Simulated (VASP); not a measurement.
Runs of VASP 6.6.1 on HCl. The structure is that of space group Fmmm (No. 69), or close to it. The cells are those of the table. 

```csv
cell,gap on the mesh (eV),pressure (GPa)
"a = 4.023, b = 3.918, c = 3.672 Å, angles 63.9, 61.0, 55.1°, 2 atoms",none,-10.5
"a = 4.007, b = 3.902, c = 3.672 Å, angles 63.8, 60.9, 55.3°, 2 atoms",none,-10.6
"a = 4.039, b = 3.935, c = 3.672 Å, angles 64.0, 61.2, 54.8°, 2 atoms",none,-10.5
"a = 3.944, b = 3.837, c = 3.672 Å, angles 63.3, 60.4, 56.3°, 2 atoms",none,-10.8
"a = 3.975, b = 3.869, c = 3.672 Å, angles 63.6, 60.6, 55.8°, 2 atoms",none,(a)
```

Alike in all rows: task single point; level PBEsol; potentials or basis VASP PAW PBE potentials, release 64 (H, Cl); no spin polarisation; k mesh 16 × 16 × 16; cutoff (eV) 520; smearing gaussian 0.15 eV.

Fill in the values left out.

(a) -10.7.

Caveats: the PAW data sets were made with another functional, which shifts forces and pressure a little.

A gap of «none» marks levels without a gap at the run's occupations.
